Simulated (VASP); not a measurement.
# SiW3 (Im-3m) in VASP: single point with PBE

Aim: the single point of SiW3 with PBE.

Everything below comes from runs of VASP 6.6.1. Logs are shortened: lines on timing, memory, paths and dates and some standing lists are left out, and cuts for length are marked.

### Step 1. The cell of the first run

Symmetry: Im-3m, No. 229, cubic system. Conventional cell: a = 4.947 Å, b = 4.947 Å, c = 4.947 Å, α = 90.00°, β = 90.00°, γ = 90.00°. Within 3.3 Å of Si (site symmetry m-3m) lie 6 W at 2.47 Å. W (site symmetry 4/mmm) has 2 Si at 2.47 Å and 4 W at 2.47 Å within 3.3 Å.

### Step 2. Single point, PBE (strain -0.050 along x and y, -0.050 along z)

Input file INCAR:

```
SYSTEM = SiW3
ALGO = Fast
EDIFF = 1E-7
ENCUT = 520
GGA = PE
ISIF = 2
ISMEAR = 0
LASPH = .TRUE.
LCHARG = .TRUE.
LELF = .TRUE.
LREAL = .FALSE.
LVHAR = .TRUE.
LWAVE = .FALSE.
NBANDS = 31
NELM = 100
PREC = Accurate
SIGMA = 0.15
```

Input file KPOINTS:

```
k-points
0
G
  14 14 14
  0 0 0
```

Input file POSCAR:

```
SiW3
1.0
   -2.4735778813      2.4735778813      2.4735778813
    2.4735778813     -2.4735778813      2.4735778813
    2.4735778813      2.4735778813     -2.4735778813
Si W
1 3
Direct
    0.0000000000      0.0000000000      0.0000000000
    0.5000000000      0.5000000000      0.0000000000
    0.5000000000      0.0000000000      0.5000000000
    0.0000000000      0.5000000000      0.5000000000
```

Potentials or basis: VASP PAW PBE potentials, release 64 (Si, W_sv).

Run with:

```bash
cat potpaw_PBE.64/Si/POTCAR potpaw_PBE.64/W_sv/POTCAR > POTCAR
mpirun -np 1 vasp_std > vasp.out
```

OUTCAR:

```text
SYSTEM = SiW3
   EDIFF = 1E-7
   ENCUT = 520
   GGA = PE
   ISIF = 2
   ISMEAR = 0
   LASPH = .TRUE.
   LREAL = .FALSE.
   NELM = 100
   PREC = Accurate

 ion  position               nearest neighbor table
   1  0.000  0.000  0.000-   2 2.47   3 2.47   4 2.47   4 2.47   3 2.47   2 2.47
   2  0.500  0.500  0.000-   1 2.47   3 2.47   4 2.47   3 2.47   4 2.47   1 2.47
   3  0.500  0.000  0.500-   1 2.47   2 2.47   4 2.47   2 2.47   1 2.47   4 2.47
   4  0.000  0.500  0.500-   1 2.47   2 2.47   3 2.47   1 2.47   2 2.47   3 2.47

  LATTYP: Found a body centered cubic cell.
 ALAT       =     4.9471557626

  Lattice vectors:

 A1 = (  -2.4735778813,   2.4735778813,   2.4735778813)
 A2 = (   2.4735778813,  -2.4735778813,   2.4735778813)
 A3 = (   2.4735778813,   2.4735778813,  -2.4735778813)

Analysis of symmetry for initial positions (statically):
=====================================================================
 Subroutine PRICEL returns:
 Original cell was already a primitive cell.

 Routine SETGRP: Setting up the symmetry group for a
 body centered cubic supercell.

 Subroutine GETGRP returns: Found 48 space group operations
 (whereof 48 operations were pure point group operations)
 out of a pool of 48 trial point group operations.

The static configuration has the point symmetry O_h .

Analysis of symmetry for dynamics (positions and initial velocities):
=====================================================================
 Subroutine PRICEL returns:
 Original cell was already a primitive cell.

 Routine SETGRP: Setting up the symmetry group for a
 body centered cubic supercell.

 Subroutine GETGRP returns: Found 48 space group operations
 (whereof 48 operations were pure point group operations)
 out of a pool of 48 trial point group operations.

The dynamic configuration has the point symmetry O_h .

 Subroutine INISYM returns: Found 48 space group operations
 (whereof 48 operations are pure point group operations),
 and found     1 'primitive' translations

----------------------------------------------------------------------------------------

                                     Primitive cell

  volume of cell :      60.5392

  direct lattice vectors                    reciprocal lattice vectors
    -2.473577881  2.473577881  2.473577881     0.000000000  0.202136348  0.202136348
     2.473577881 -2.473577881  2.473577881     0.202136348  0.000000000  0.202136348
     2.473577881  2.473577881 -2.473577881     0.202136348  0.202136348  0.000000000

  length of vectors
     4.284362567  4.284362567  4.284362567     0.285863965  0.285863965  0.285863965

  position of ions in fractional coordinates (direct lattice)
     0.000000000  0.000000000  0.000000000
     0.500000000  0.500000000  0.000000000
     0.500000000  0.000000000  0.500000000
     0.000000000  0.500000000  0.500000000

  ion indices of the primitive-cell ions
   primitive index   ion index
                 1           1
                 2           2
                 3           3
                 4           4

----------------------------------------------------------------------------------------

 KPOINTS: k-points

Automatic generation of k-mesh.
 Grid dimensions read from file:
 generate k-points for:   14   14   14

 Generating k-lattice:

  Cartesian coordinates                     Fractional coordinates (reciprocal lattice)
     0.000000000  0.014438311  0.014438311     0.071428571  0.000000000  0.000000000
     0.014438311  0.000000000  0.014438311     0.000000000  0.071428571  0.000000000
     0.014438311  0.014438311  0.000000000     0.000000000  0.000000000  0.071428571

  Length of vectors
     0.020418855  0.020418855  0.020418855

  Shift w.r.t. Gamma in fractional coordinates (k-lattice)
     0.000000000  0.000000000  0.000000000

 Subroutine IBZKPT returns following result:
 ===========================================

 Found    104 irreducible k-points:

 Following reciprocal coordinates:
            Coordinates               Weight
  0.000000  0.000000  0.000000      1.000000
  0.071429  0.000000  0.000000     12.000000
  0.142857  0.000000  0.000000     12.000000
  0.214286  0.000000  0.000000     12.000000
  0.285714  0.000000  0.000000     12.000000
  0.357143  0.000000  0.000000     12.000000
[... 16 lines left out ...]
  0.285714  0.285714  0.000000     24.000000
  0.357143  0.285714  0.000000     24.000000
 [... further k-points ...]
   k-points           NKPTS =    104   k-points in BZ     NKDIM =    104   number of bands    NBANDS=     31
   number of dos      NEDOS =    301   number of ions     NIONS =      4
   total plane-waves  NPLWV =  32768
   dimension x,y,z NGX =    32 NGY =   32 NGZ =   32
   dimension x,y,z NGXF=    64 NGYF=   64 NGZF=   64
   ions per type =               1   3
   NGX,Y,Z   is equivalent  to a cutoff of  12.42, 12.42, 12.42 a.u.
   NGXF,Y,Z  is equivalent  to a cutoff of  24.83, 24.83, 24.83 a.u.
 SYSTEM =  SiW3
   PREC   = accura    normal or accurate (medium, high low for compatibility)
   ISTART =      0    job   : 0-new  1-cont  2-samecut
   ICHARG =      2    charge: 1-file 2-atom 10-const
   ISPIN  =      1    spin polarized calculation?
   LNONCOLLINEAR =      F non collinear calculations
   LSORBIT =      F    spin-orbit coupling
   LASPH  =      T    aspherical Exc in radial PAW
   ENCUT  =  520.0 eV  38.22 Ry    6.18 a.u.   7.97  7.97  7.97*2*pi/ulx,y,z
   NELM   =    100;   NELMIN=  2; NELMDL= -5     # of ELM steps
   EDIFF  = 0.1E-06   stopping-criterion for ELM
   LREAL  =      F    real-space projection
   EDIFFG = 0.1E-05   stopping-criterion for IOM
   NSW    =      0    number of steps for IOM
   IBRION =     -1    ionic relax: 0-MD 1-quasi-New 2-CG
   NFREE  =      0    steps in history (QN), initial steepest desc. (CG)
   ISIF   =      2    stress and relaxation
   ISYM   =      2    0-nonsym 1-usesym 2-fastsym
   POTIM  = 0.5000    time-step for ionic-motion
   TEBEG  =    0.0;   TEEND  =   0.0 temperature during run
   PSTRESS=    0.0 pullay stress
   NELECT =      46.0000    total number of electrons
   NUPDOWN=      -1.0000    fix difference up-down
   EMIN   =  10.00;   EMAX   =-10.00  energy-range for DOS
   EFERMI =   0.00;   METHOD = LEGACY
   ISMEAR =     0;   SIGMA  =   0.15  broadening in eV -4-tet -1-fermi 0-gaus
   EFERMI_NEDOS =   21; number of points for ismear=-14 and -15
   IALGO  =     68    algorithm
   IMIX   =      4    mixing-type and parameters
     AMIX     =   0.40;   BMIX     =  1.00
     AMIX_MAG =   1.60;   BMIX_MAG =  1.00
  volume/ion in A,a.u.               =      15.13       102.13
  Fermi-wavevector in a.u.,A,eV,Ry     =   1.493878  2.823020 30.363742  2.231672
  Thomas-Fermi vector in A             =   2.606222
   LORBIT       =      0    0 simple, 1 ext, 2 COOP (PROOUT), +10 PAW based schemes
   GGA     = PE    functional components
   LHFCALC =     F    Hartree Fock is set to
   AEXX    =    0.0000 exact exchange contribution
   IVDW    =     0    specifies the selected vdW correction
   LEPSILON=     F    determine dielectric tensor
   LRPA    =     F    only Hartree local field effects (RPA)
 non-spin polarized calculation
 RMM-DIIS sequential band-by-band and
 Gauss-broadening in eV      SIGMA  =   0.15
  energy-cutoff  :      520.00
  volume of cell :       60.54
 maximum number of plane-waves:      1652
   NGX = 15   NGY = 15   NGZ = 15

 number of electron      45.9999992 magnetization

 Free energy of the ion-electron system (eV)
  ---------------------------------------------------
  ext. energy  EPLUGINS =         0.00000000
  ---------------------------------------------------
  free energy    TOTEN  =       -37.75739538 eV

  energy without entropy =      -37.71391279  energy(sigma->0) =      -37.73565409

 E-fermi :  11.1759     XC(G=0): -13.0695

 val. band max:       11.1746588686   @ k =   0.4286   0.0714  -0.0000
 cond. band min:      11.1770243002   @ k =  -0.2857   0.4286   0.0714
 fundamental gap:      0.0023654315
 Fermi energy:        11.1759343310

 k-point     1 :       0.0000    0.0000    0.0000
  band No.  band energies     occupation
      1     -62.7239      2.00000
      2     -62.4203      2.00000
      3     -62.4203      2.00000
      4     -27.9069      2.00000
      5     -27.9069      2.00000
      6     -27.9069      2.00000
[... 23 lines left out ...]
     30      15.6790      0.00000
     31      17.6793      0.00000

 k-point     2 :       0.0714    0.0000    0.0000
  band No.  band energies     occupation
      1     -62.7205      2.00000
      2     -62.4237      2.00000
      3     -62.4204      2.00000
      4     -27.9074      2.00000
      5     -27.8843      2.00000
      6     -27.8828      2.00000
[... 23 lines left out ...]
     30      15.5834      0.00000
     31      17.4649      0.00000

 k-point     3 :       0.1429    0.0000    0.0000
  band No.  band energies     occupation
      1     -62.7105      2.00000
      2     -62.4337      2.00000
      3     -62.4207      2.00000
      4     -27.9090      2.00000
      5     -27.8172      2.00000
      6     -27.8117      2.00000
[... 23 lines left out ...]
     30      15.3362      0.00000
     31      16.9062      0.00000

 k-point     4 :       0.2143    0.0000    0.0000
  band No.  band energies     occupation
      1     -62.6946      2.00000
      2     -62.4495      2.00000
      3     -62.4212      2.00000
      4     -27.9112      2.00000
      5     -27.7083      2.00000
      6     -27.6966      2.00000
[... 23 lines left out ...]
     30      15.0948      0.00000
     31      16.1653      0.00000

 k-point     5 :       0.2857    0.0000    0.0000
  band No.  band energies     occupation
      1     -62.6742      2.00000
      2     -62.4699      2.00000
      3     -62.4217      2.00000
      4     -27.9137      2.00000
      5     -27.5621      2.00000
      6     -27.5428      2.00000
[... 23 lines left out ...]
     30      15.0772      0.00000
     31      15.0851      0.00000
[... 542 lines left out ...]
     30      15.3296      0.00000
     31      16.4754      0.00000

 k-point    22 :       0.3571    0.2143    0.0000
  band No.  band energies     occupation
      1     -62.6031      2.00000
      2     -62.5403      2.00000
      3     -62.4234      2.00000
      4     -27.7176      2.00000
      5     -27.3943      2.00000
      6     -27.2095      2.00000
[... 23 lines left out ...]
     30      14.6809      0.00000
     31      16.4666      0.00000

 k-point    23 :       0.2857    0.2857    0.0000
  band No.  band energies     occupation
      1     -62.5995      2.00000
      2     -62.5438      2.00000
      3     -62.4236      2.00000
      4     -27.5789      2.00000
      5     -27.5617      2.00000
      6     -27.2126      2.00000
[... 23 lines left out ...]
     30      15.1019      0.00000
     31      16.2274      0.00000

 k-point    24 :       0.3571    0.2857    0.0000
  band No.  band energies     occupation
      1     -62.5839      2.00000
      2     -62.5593      2.00000
      3     -62.4237      2.00000
      4     -27.5722      2.00000
      5     -27.4076      2.00000
      6     -27.3839      2.00000
[... 23 lines left out ...]
     30      14.6690      0.00000
     31      16.0580      0.00000

 [... further k-points ...]
[... 5 lines left out ...]
  --------------------------------------------------------------------------------------
  -------------------------------------------------------------------------------------
  Total       15.6275494     15.6275494     15.6275494     -0.0000000     -0.0000000      0.0000000
  in kB      413.5849282    413.5849282    413.5849282     -0.0000000     -0.0000000      0.0000000
  external PRESSURE =     413.5849282 kB  Pullay stress =       0.0000000 kB

 VOLUME and BASIS-vectors are now :
 -----------------------------------------------------------------------------
  energy-cutoff  :      520.00
  volume of cell :       60.54
      direct lattice vectors                 reciprocal lattice vectors
    -2.473577881  2.473577881  2.473577881     0.000000000  0.202136348  0.202136348
     2.473577881 -2.473577881  2.473577881     0.202136348  0.000000000  0.202136348
     2.473577881  2.473577881 -2.473577881     0.202136348  0.202136348  0.000000000

 POSITION                                       TOTAL-FORCE (eV/Angst)
 -----------------------------------------------------------------------------------
      0.00000      0.00000      0.00000        -0.000000      0.000000     -0.000000
      0.00000      0.00000      2.47358        -0.000000     -0.000000     -0.000000
      0.00000      2.47358      0.00000         0.000000     -0.000000      0.000000
      2.47358      0.00000      0.00000        -0.000000      0.000000      0.000000
 -----------------------------------------------------------------------------------
    total drift:                               -0.000000     -0.000000      0.000000

  FREE ENERGIE OF THE ION-ELECTRON SYSTEM (eV)
  ---------------------------------------------------
  free  energy   TOTEN  =       -37.7573953797 eV

  energy  without entropy=      -37.7139127932  energy(sigma->0) =      -37.73565409
```

It took 2.7 min on 1 thread of Intel Xeon Platinum 8259CL at 2.50GHz (Skylake/Cascade Lake), shared host; peak memory 0.29 GiB.

Results:

```
Free energy            : -37.7574 eV
Pressure               : 41.4 GPa
Band gap on the k mesh : zero (band 23 reaches 12.78 eV, above the bottom of band 24 at 10.74 eV)
```

Levels at points of the mesh, in eV from the Fermi level:
```csv
k point,band 20,band 21,band 22,band 23,band 24,band 25,band 26,band 27
"(0.00, 0.00, 0.00)",-0.32,-0.32,-0.32,0.59,0.59,2.32,2.32,2.32
"(0.50, 0.00, 0.00)",-1.75,-1.02,-0.46,-0.45,-0.44,-0.26,0.97,2.10
"(0.50, 0.50, 0.50)",-3.02,-3.02,-3.02,0.01,0.01,1.30,1.30,1.30
```

Caveat: the cell differs from its parent crystal (strain -0.050 along x and y, -0.050 along z); spin-orbit coupling is left out, which moves the levels of the heavy elements.
